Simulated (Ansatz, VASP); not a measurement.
# Bi2Se3 in VASP and in Ansatz

```
Bi Se
1.0
     2.04132    1.17855   10.17318
    -2.04132    1.17855   10.17318
     0.00000   -2.35711   10.17318
Bi Se
2 3
Direct
  0.39559 0.39559 0.39559
  0.60441 0.60441 0.60441
  0.00000 0.00000 0.00000
  0.22103 0.22103 0.22103
  0.77897 0.77897 0.77897
```

Change from the starting cell: strain -0.025 along x and y, -0.025 along z, atoms carried along.

Alike in both runs: task single point; functional PBE; k mesh 6 × 6 × 6; occupations gaussian, width 0.05 eV; no spin polarisation.

|  | VASP | Ansatz |
| --- | --- | --- |
| version | VASP 6.6.1 | Ansatz 0.2.0 |
| potentials or method | VASP PAW PBE potentials, release 64 (Bi_d, Se), cutoff 520 eV | scalar-relativistic, plane waves, PAW |
| valence electrons in the cell | 48 | 78 |

Ansatz gave:

* gap on the k mesh at the Fermi level (eV): 0.69
* least direct gap on the mesh (eV): 0.70
* pressure (GPa): 4.7
* traceless stress, the component that is largest in VASP (GPa): -0.19
* rms of the force components (eV/Å): 0.260

Problem. Which values does VASP return?

Solution. gap on the k mesh at the Fermi level (eV): 0.68; least direct gap on the mesh (eV): 0.71; pressure (GPa): 4.7; traceless stress, the component that is largest in VASP (GPa): -0.19; rms of the force components (eV/Å): 0.266.

Atom by atom the forces differ by 0.006 eV/Å (rms over components). The functional is the same, so the differences come from potentials, cutoffs and numerics. VASP's potentials hold 48 valence electrons a cell and Ansatz's 78, so a difference there can come from the potentials and not from the codes.

Spin-orbit coupling is off throughout.
